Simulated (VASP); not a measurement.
Here is a VASP 6.6.1 calculation.

File INCAR:

```
ALGO = Fast
EDIFF = 1E-6
ENCUT = 520
GGA = PS
ISIF = 2
ISMEAR = 0
LASPH = T
LCHARG = F
LREAL = F
LWAVE = F
NBANDS = 12
NELM = 60
PREC = Accurate
SIGMA = 0.15
```

File KPOINTS:

```
k-points
0
Gamma
  20 20 20
```

Contents of POSCAR:

```
Ti
1.0
    0.0000000000      2.1315000000      2.1315000000
    2.1315000000      0.0000000000      2.1315000000
    2.1315000000      2.1315000000      0.0000000000
Ti
1
Direct
    0.0000000000      0.0000000000      0.0000000000
```

Potentials or basis: VASP PAW PBE potentials, release 64 (Ti_sv).

Command:

```bash
$ cat potpaw_PBE.64/Ti_sv/POTCAR > POTCAR
$ mpirun -np 1 vasp_std > vasp.out
```

Task: What does it give for the band gap on the k mesh?

Result: Zero (band 6 reaches 7.79 eV, above the bottom of band 7 at 6.65 eV).

Task: Predict the pressure.

Result: -13.2 GPa.

Caveat: the cell differs from its parent crystal (strain +0.050 along x and y, +0.050 along z); the PAW data sets were made with another functional, which shifts forces and pressure a little.
